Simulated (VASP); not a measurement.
# Ba (P6/mmm) in VASP: a series of runs

Ba is run at these levels: PBE; tasks: single point, relaxation of shape and atoms at fixed volume.

All numbers are computed with VASP 6.6.1; they aren't measurements. Logs are shortened: lines on timing, memory, paths and dates and some standing lists are left out, and cuts for length are marked.

**1. The cell of the first run**

Symmetry: P6/mmm, No. 191, hexagonal system. The conventional cell has a = 4.120 Å, b = 4.120 Å, c = 3.807 Å, α = 90.00°, β = 90.00°, γ = 120.00°. Ba (site symmetry 6/mmm) has 8 Ba at 3.81 to 4.12 Å within 5.0 Å.

**2. Single point, PBE (volume scaled by 0.9)**

INCAR reads:

```
PREC = Accurate ; ENCUT = 520
EDIFF = 1E-6 ; ISMEAR = -1
SIGMA = 0.08 ; LREAL = F
LASPH = T ; NELM = 80
ALGO = Normal ; ISIF = 2
LWAVE = F ; LCHARG = F
GGA = PE ; NBANDS = 11
```

KPOINTS reads:

```
Automatic mesh
0
Gamma
  10 10 9
```

POSCAR reads:

```
Ba
1.0
    4.1201239747      0.0000000000      0.0000000000
   -2.0600619874      3.5681320288      0.0000000000
    0.0000000000      0.0000000000      3.8071235110
Ba
1
Direct
    0.0000000000      0.0000000000      0.0000000000
```

Potentials or basis: VASP PAW PBE potentials, release 64 (Ba_sv).

Command:

```console
> cat potpaw_PBE.64/Ba_sv/POTCAR > POTCAR
> mpirun -np 1 vasp_std > vasp.out
```

OUTCAR:

```text
PREC = Accurate
   ENCUT = 520
   EDIFF = 1E-6
   ISMEAR = -1
   LREAL = F
   LASPH = T
   NELM = 80
   ISIF = 2
   GGA = PE

 ion  position               nearest neighbor table
   1  0.000  0.000  0.000-

  LATTYP: Found a hexagonal cell.
 ALAT       =     4.1201239747
 C/A-ratio  =     0.9240312996

  Lattice vectors:

 A1 = (   4.1201239747,   0.0000000000,   0.0000000000)
 A2 = (  -2.0600619874,   3.5681320288,   0.0000000000)
 A3 = (   0.0000000000,   0.0000000000,   3.8071235110)

Analysis of symmetry for initial positions (statically):
=====================================================================
 Subroutine PRICEL returns:
 Original cell was already a primitive cell.

 Routine SETGRP: Setting up the symmetry group for a
 hexagonal supercell.

 Subroutine GETGRP returns: Found 24 space group operations
 (whereof 24 operations were pure point group operations)
 out of a pool of 24 trial point group operations.

The static configuration has the point symmetry D_6h.

Analysis of symmetry for dynamics (positions and initial velocities):
=====================================================================
 Subroutine PRICEL returns:
 Original cell was already a primitive cell.

 Routine SETGRP: Setting up the symmetry group for a
 hexagonal supercell.

 Subroutine GETGRP returns: Found 24 space group operations
 (whereof 24 operations were pure point group operations)
 out of a pool of 24 trial point group operations.

The dynamic configuration has the point symmetry D_6h.

 Subroutine INISYM returns: Found 24 space group operations
 (whereof 24 operations are pure point group operations),
 and found     1 'primitive' translations

----------------------------------------------------------------------------------------

                                     Primitive cell

  volume of cell :      55.9691

  direct lattice vectors                    reciprocal lattice vectors
     4.120123975  0.000000000  0.000000000     0.242711143  0.140129344  0.000000000
    -2.060061987  3.568132029  0.000000000     0.000000000  0.280258688  0.000000000
     0.000000000  0.000000000  3.807123511     0.000000000  0.000000000  0.262665500

  length of vectors
     4.120123975  4.120123975  3.807123511     0.280258688  0.280258688  0.262665500

  position of ions in fractional coordinates (direct lattice)
     0.000000000  0.000000000  0.000000000

  ion indices of the primitive-cell ions
   primitive index   ion index
                 1           1

----------------------------------------------------------------------------------------

 KPOINTS: Automatic mesh

Automatic generation of k-mesh.
 Grid dimensions read from file:
 generate k-points for:   10   10    9

 Generating k-lattice:

  Cartesian coordinates                     Fractional coordinates (reciprocal lattice)
     0.024271114  0.014012934  0.000000000     0.100000000  0.000000000  0.000000000
     0.000000000  0.028025869  0.000000000     0.000000000  0.100000000  0.000000000
     0.000000000  0.000000000  0.029185056     0.000000000  0.000000000  0.111111111

  Length of vectors
     0.028025869  0.028025869  0.029185056

  Shift w.r.t. Gamma in fractional coordinates (k-lattice)
     0.000000000  0.000000000  0.000000000

 Subroutine IBZKPT returns following result:
 ===========================================

 Found     70 irreducible k-points:

 Following reciprocal coordinates:
            Coordinates               Weight
  0.000000  0.000000  0.000000      1.000000
  0.100000  0.000000  0.000000      6.000000
  0.200000  0.000000  0.000000      6.000000
  0.300000  0.000000  0.000000      6.000000
  0.400000  0.000000  0.000000      6.000000
  0.500000 -0.000000  0.000000      3.000000
[... 16 lines left out ...]
  0.300000  0.100000  0.111111     24.000000
  0.400000  0.100000  0.111111     24.000000
 [... further k-points ...]
   k-points           NKPTS =     70   k-points in BZ     NKDIM =     70   number of bands    NBANDS=     11
   number of dos      NEDOS =    301   number of ions     NIONS =      1
   total plane-waves  NPLWV =  28672
   dimension x,y,z NGX =    32 NGY =   32 NGZ =   28
   dimension x,y,z NGXF=    64 NGYF=   64 NGZF=   56
   ions per type =               1
   NGX,Y,Z   is equivalent  to a cutoff of  12.91, 12.91, 12.23 a.u.
   NGXF,Y,Z  is equivalent  to a cutoff of  25.82, 25.82, 24.45 a.u.
 SYSTEM =  unknown system
   PREC   = accura    normal or accurate (medium, high low for compatibility)
   ISTART =      0    job   : 0-new  1-cont  2-samecut
   ICHARG =      2    charge: 1-file 2-atom 10-const
   ISPIN  =      1    spin polarized calculation?
   LNONCOLLINEAR =      F non collinear calculations
   LSORBIT =      F    spin-orbit coupling
   LASPH  =      T    aspherical Exc in radial PAW
   ENCUT  =  520.0 eV  38.22 Ry    6.18 a.u.   7.66  7.66  7.08*2*pi/ulx,y,z
   NELM   =     80;   NELMIN=  2; NELMDL= -5     # of ELM steps
   EDIFF  = 0.1E-05   stopping-criterion for ELM
   LREAL  =      F    real-space projection
   EDIFFG = 0.1E-04   stopping-criterion for IOM
   NSW    =      0    number of steps for IOM
   IBRION =     -1    ionic relax: 0-MD 1-quasi-New 2-CG
   NFREE  =      0    steps in history (QN), initial steepest desc. (CG)
   ISIF   =      2    stress and relaxation
   ISYM   =      2    0-nonsym 1-usesym 2-fastsym
   POTIM  = 0.5000    time-step for ionic-motion
   TEBEG  =    0.0;   TEEND  =   0.0 temperature during run
   PSTRESS=    0.0 pullay stress
   NELECT =      10.0000    total number of electrons
   NUPDOWN=      -1.0000    fix difference up-down
   EMIN   =  10.00;   EMAX   =-10.00  energy-range for DOS
   EFERMI =   0.00;   METHOD = LEGACY
   ISMEAR =    -1;   SIGMA  =   0.08  broadening in eV -4-tet -1-fermi 0-gaus
   EFERMI_NEDOS =   21; number of points for ismear=-14 and -15
   IALGO  =     38    algorithm
   IMIX   =      4    mixing-type and parameters
     AMIX     =   0.40;   BMIX     =  1.00
     AMIX_MAG =   1.60;   BMIX_MAG =  1.00
  volume/ion in A,a.u.               =      55.97       377.70
  Fermi-wavevector in a.u.,A,eV,Ry     =   0.922059  1.742439 11.567579  0.850193
  Thomas-Fermi vector in A             =   2.047544
   LORBIT       =      0    0 simple, 1 ext, 2 COOP (PROOUT), +10 PAW based schemes
   GGA     = PE    functional components
   LHFCALC =     F    Hartree Fock is set to
   AEXX    =    0.0000 exact exchange contribution
   IVDW    =     0    specifies the selected vdW correction
   LEPSILON=     F    determine dielectric tensor
   LRPA    =     F    only Hartree local field effects (RPA)
 non-spin polarized calculation
  energy-cutoff  :      520.00
  volume of cell :       55.97
 maximum number of plane-waves:      1532
 NGX is ok and might be reduce to    32
   NGX = 15   NGY = 15   NGZ = 15

 number of electron      10.0000000 magnetization

 Free energy of the ion-electron system (eV)
  ---------------------------------------------------
  ext. energy  EPLUGINS =         0.00000000
  ---------------------------------------------------
  free energy    TOTEN  =        -1.71910467 eV

  energy without entropy =       -1.69542862  energy(sigma->0) =       -1.70726665

 E-fermi :   2.1037     XC(G=0):  -7.7879

 val. band max:        2.0632479631   @ k =   0.4000   0.0000   0.3333
 cond. band min:       2.1277398515   @ k =   0.0000   0.0000   0.0000
 fundamental gap:      0.0644918884
 Fermi energy:         2.1036794465

 k-point     1 :       0.0000    0.0000    0.0000
  band No.  band energies     occupation
      1     -26.8782      2.00000
      2     -11.7002      2.00000
      3     -11.7002      2.00000
      4     -11.6266      2.00000
      5      -0.6616      2.00000
      6       2.1277      0.85075
      7       3.8990      0.00000
      8       3.8990      0.00000
      9       7.4798      0.00000
     10       7.4798      0.00000
     11       8.4607      0.00000

 k-point     2 :       0.1000    0.0000    0.0000
  band No.  band energies     occupation
      1     -26.8712      2.00000
      2     -11.7769      2.00000
      3     -11.7168      2.00000
      4     -11.6188      2.00000
      5      -0.4631      2.00000
      6       2.2188      0.38335
      7       3.5984      0.00000
      8       4.0984      0.00000
      9       7.0511      0.00000
     10       7.4237      0.00000
     11       9.0641      0.00000

 k-point     3 :       0.2000    0.0000    0.0000
  band No.  band energies     occupation
      1     -26.8529      2.00000
      2     -11.9702      2.00000
      3     -11.7600      2.00000
      4     -11.5982      2.00000
      5       0.0561      2.00000
      6       2.4159      0.03957
      7       3.1079      0.00001
      8       4.6804      0.00000
      9       6.3082      0.00000
     10       7.2840      0.00000
     11      10.0631      0.00000

 k-point     4 :       0.3000    0.0000    0.0000
  band No.  band energies     occupation
      1     -26.8302      2.00000
      2     -12.1960      2.00000
      3     -11.8123      2.00000
      4     -11.5726      2.00000
      5       0.6668      2.00000
      6       2.3560      0.08186
      7       3.1456      0.00000
      8       5.5925      0.00000
      9       5.6732      0.00000
     10       7.1234      0.00000
     11       9.1270      0.00000
[... 239 lines left out ...]
 k-point    22 :       0.2000    0.1000    0.1111
  band No.  band energies     occupation
      1     -26.8279      2.00000
      2     -12.0876      2.00000
      3     -11.8028      2.00000
      4     -11.7004      2.00000
      5       0.6798      2.00000
      6       2.6730      0.00162
      7       3.0293      0.00002
      8       5.0812      0.00000
      9       5.6736      0.00000
     10       6.5391      0.00000
     11      10.2170      0.00000

 k-point    23 :       0.3000    0.1000    0.1111
  band No.  band energies     occupation
      1     -26.8073      2.00000
      2     -12.2713      2.00000
      3     -11.8633      2.00000
      4     -11.6748      2.00000
      5       1.2139      1.99997
      6       2.4738      0.01938
      7       3.2872      0.00000
      8       4.9939      0.00000
      9       6.1553      0.00000
     10       6.6361      0.00000
     11       9.3258      0.00000

 k-point    24 :       0.4000    0.1000    0.1111
  band No.  band energies     occupation
      1     -26.7945      2.00000
      2     -12.3809      2.00000
      3     -11.9002      2.00000
      4     -11.6588      2.00000
      5       1.3897      1.99973
      6       2.7286      0.00081
      7       3.1424      0.00000
      8       5.2204      0.00000
      9       6.0663      0.00000
     10       7.5052      0.00000
     11       8.6638      0.00000

 [... further k-points ...]

------------------------ aborting loop because EDIFF is reached ----------------------------------------

  FORCE on cell =-STRESS in cart. coord.  units (eV):
  Direction    XX          YY          ZZ          XY          YZ          ZX
  --------------------------------------------------------------------------------------
  -------------------------------------------------------------------------------------
  Total        0.3885858      0.3885858      0.4255113     -0.0000000      0.0000000      0.0000000
  in kB       11.1237031     11.1237031     12.1807359     -0.0000000      0.0000000      0.0000000
  external PRESSURE =      11.4760474 kB  Pullay stress =       0.0000000 kB

 VOLUME and BASIS-vectors are now :
 -----------------------------------------------------------------------------
  energy-cutoff  :      520.00
  volume of cell :       55.97
      direct lattice vectors                 reciprocal lattice vectors
     4.120123975  0.000000000  0.000000000     0.242711143  0.140129344  0.000000000
    -2.060061987  3.568132029  0.000000000     0.000000000  0.280258688  0.000000000
     0.000000000  0.000000000  3.807123511     0.000000000  0.000000000  0.262665500

 POSITION                                       TOTAL-FORCE (eV/Angst)
 -----------------------------------------------------------------------------------
      0.00000      0.00000      0.00000         0.000000      0.000000      0.000000
 -----------------------------------------------------------------------------------
    total drift:                                0.000000      0.000000     -0.000000

  FREE ENERGIE OF THE ION-ELECTRON SYSTEM (eV)
  ---------------------------------------------------
  free  energy   TOTEN  =        -1.7191046702 eV

  energy  without entropy=       -1.6954286200  energy(sigma->0) =       -1.70726665
```

Run time: 11 s. Hardware: 1 thread of Intel Xeon 6975P-C (Granite Rapids), shared host; peak memory 0.19 GiB.

Results:

* Free energy: -1.7191 eV
* Pressure: 1.1 GPa
* Band gap on the k mesh: zero (band 5 reaches 2.49 eV, above the bottom of band 6 at 1.91 eV)

Caveat: the cell differs from its parent crystal (volume scaled by 0.9); spin-orbit coupling is left out, which moves the levels of the heavy elements.

**3. Single point, PBE**

This run uses another cell than the first one, of 62.19 Å³/atom, 1.111 times its volume.

INCAR reads:

```
SYSTEM = Ba
  PREC = Accurate
  ENCUT = 520
  EDIFF = 1E-7
  ISMEAR = -1
  SIGMA = 0.08
  LREAL = .False.
  LASPH = .True.
  NELM = 100
  ALGO = Normal
  ISIF = 2
  LWAVE = .False.
  LCHARG = .False.
  GGA = PE
  NBANDS = 11
```

KPOINTS reads:

```
Automatic mesh
0
Gamma
  10 10 9
  0 0 0
```

POSCAR reads:

```
Ba
1.0
    4.2597048075      0.0000000000      0.0000000000
   -2.1298524038      3.6890125759      0.0000000000
    0.0000000000      0.0000000000      3.9574552919
Ba
1
Direct
    0.0000000000      0.0000000000      0.0000000000
```

Potentials or basis: VASP PAW PBE potentials, release 64 (Ba_sv).

Command:

```console
> cat potpaw_PBE.64/Ba_sv/POTCAR > POTCAR
> mpirun -np 1 vasp_std > vasp.out
```

Run time: 11 s. Hardware: 1 thread of Intel Xeon 6975P-C (Granite Rapids), shared host; peak memory 0.2 GiB.

Results (log left out):

```yaml
Free_energy: -1.7420 eV
Pressure: 0.1 GPa
Band_gap_on_the_k_mesh: zero (band 5 reaches 1.97 eV, above the bottom of band 6 at 1.56 eV)
```

Levels at points of the mesh, in eV from the Fermi level:
```
           k point  band 1  band 2  band 3  band 4  band 5  band 6  band 7  band 8  band 9  band 10
(0.00, 0.00, 0.00)  -29.10  -14.01  -14.01  -13.96   -2.73    0.09    1.71    1.71    4.84     4.84
(0.50, 0.00, 0.00)  -29.05  -14.55  -14.13  -13.90   -0.97    0.45    1.03    2.77    4.38     4.90
```

Caveat: spin-orbit coupling is left out, which moves the levels of the heavy elements.

**4. Relaxation of shape and atoms at fixed volume, PBE**

This run uses another cell than the first one, of 24.88 Å³/atom, 0.444 times its volume.

INCAR reads:

```
ALGO = Normal
EDIFF = 1E-6
EDIFFG = -0.005
ENCUT = 600
GGA = PE
IBRION = 2
ISIF = 4
ISMEAR = -1
LASPH = True
LCHARG = False
LREAL = False
LWAVE = False
NELM = 60
NSW = 50
PREC = Accurate
SIGMA = 0.08
```

KPOINTS reads:

```
k-points
0
Gamma
  10 10 9
```

POSCAR reads:

```
Ba
1.0
    3.1385773372      0.0000000000      0.0000000000
   -1.5692886686      2.7180877057      0.0000000000
    0.0000000000      0.0000000000      2.9158779899
Ba
1
Direct
    0.0000000000      0.0000000000      0.0000000000
```

Command:

```console
> cat potpaw_PBE.64/Ba_sv/POTCAR > POTCAR
> mpirun -np 1 vasp_std > vasp.out
```

It took 13 s on 1 thread of Intel Xeon 6975P-C (Granite Rapids), shared host; peak memory 0.17 GiB.

Results (log left out):

```yaml
Free_energy: 0.2636 eV
Energy_gained_by_relaxing: 1.0 meV/atom
Ionic_steps: 3
Pressure_after_relaxing: 36.6 GPa
Band_gap_on_the_k_mesh: zero (band 5 reaches 8.77 eV, above the bottom of band 6 at 5.04 eV)
```

Step by step:
| step | energy change (eV) | largest force (eV/Å) | pressure (GPa) | volume (Å³) |
| --- | --- | --- | --- | --- |
| 1 | 0.0000 | 0.0000 | 36.75 | 24.88 |
| 2 | -0.0004 | 0.0000 | 36.60 | 24.88 |
| 3 | -0.0010 | 0.0000 | 36.62 | 24.88 |

Final structure:
```
Ba
1.0
     3.12927    0.00000    0.00000
    -1.56464    2.71003    0.00000
     0.00000    0.00000    2.93325
Ba
1
Cartesian
  0.0000 0.0000 0.0000
```

Levels at points of the mesh, in eV from the Fermi level:
| k point | band 3 | band 4 | band 5 | band 6 | band 7 | band 8 |
| --- | --- | --- | --- | --- | --- | --- |
| (0.00, 0.00, 0.00) | -11.76 | -11.76 | -1.46 | -1.34 | 2.23 | 2.23 |
| (0.50, 0.00, 0.00) | -13.08 | -10.93 | -2.55 | 1.15 | 4.50 | 5.58 |

Caveat: spin-orbit coupling is left out, which moves the levels of the heavy elements.

**5. The runs side by side**

```tsv
task	cell	cutoff (eV)	gap on the mesh (eV)	pressure (GPa)
single point	a = 4.120, b = 4.120, c = 3.807 Å, angles 90.0, 90.0, 120.0°, 1 atom	520	none	1.1
single point	a = 4.260, b = 4.260, c = 3.957 Å, angles 90.0, 90.0, 120.0°, 1 atom	520	none	0.1
relaxation of shape and atoms at fixed volume	relaxed from a = 3.139, b = 3.139, c = 2.916 Å, angles 90.0, 90.0, 120.0°, 1 atom	600	none	36.6
```

Alike in all rows: level PBE; potentials or basis VASP PAW PBE potentials, release 64 (Ba_sv); no spin polarisation; k mesh 10 × 10 × 9; smearing fermi-dirac 0.08 eV.

Caveats: spin-orbit coupling is left out, which moves the levels of the heavy elements.

Total energies depend on the potentials used, so only differences within one code and one set of settings carry meaning.
